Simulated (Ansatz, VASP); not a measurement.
**One calculation of Zr, two programs**

INCAR

```
PREC = Accurate ; ENCUT = 400
EDIFF = 1E-8 ; ISMEAR = -1
SIGMA = 0.08 ; LREAL = False
LASPH = True ; NELM = 120
ALGO = Normal ; ISIF = 2
LWAVE = False ; LCHARG = False
GGA = PE ; LEFG = True
NBANDS = 12 ; GGA_COMPAT = False
```

Contents of KPOINTS:

```
Automatic mesh
0
Gamma
  14 14 14
```

POSCAR

```
Zr
1.0
   -1.8338185209      1.8338185209      1.8338185209
    1.8338185209     -1.8338185209      1.8338185209
    1.8338185209      1.8338185209     -1.8338185209
Zr
1
Direct
    0.0000000000      0.0000000000      0.0000000000
```

Input for Ansatz:

```yaml
crystal:
  lattice:
    - [-1.8338185209, 1.8338185209, 1.8338185209]
    - [1.8338185209, -1.8338185209, 1.8338185209]
    - [1.8338185209, 1.8338185209, -1.8338185209]
  atoms:
    - { symbol: Zr, position: [0.0, 0.0, 0.0] }
kpoints:
  mp_grid: { grid: [14, 14, 14] }
scf:
  occupations: { method: fermi_dirac, width: 0.08 }
hamiltonian:
  xc: pbe
  pseudopotentials: { kind: all_electron, datasets: crystal }
output:
  forces: true
  stress: true
  eigenvalues: true
  efg: { contact_densities: true }
```

Change from the starting cell: volume scaled by 1.04, crystal datasets.

Alike in both runs: task electric field gradients; functional PBE; k mesh 14 × 14 × 14; occupations fermi-dirac, width 0.08 eV; no spin polarisation.

|  | VASP | Ansatz |
| --- | --- | --- |
| version | VASP 6.6.1 | Ansatz 0.2.0 |
| potentials or method | VASP PAW PBE potentials, release 64 (Zr_sv), cutoff 400 eV | all-electron PAW with datasets made for the crystal, scalar-relativistic |

|  | VASP | Ansatz | Ansatz less VASP |
| --- | --- | --- | --- |
| pressure (GPa) | -6.0 | -5.9 | +0.16 |

Ansatz ran all-electron here, and VASP with PAW potentials.
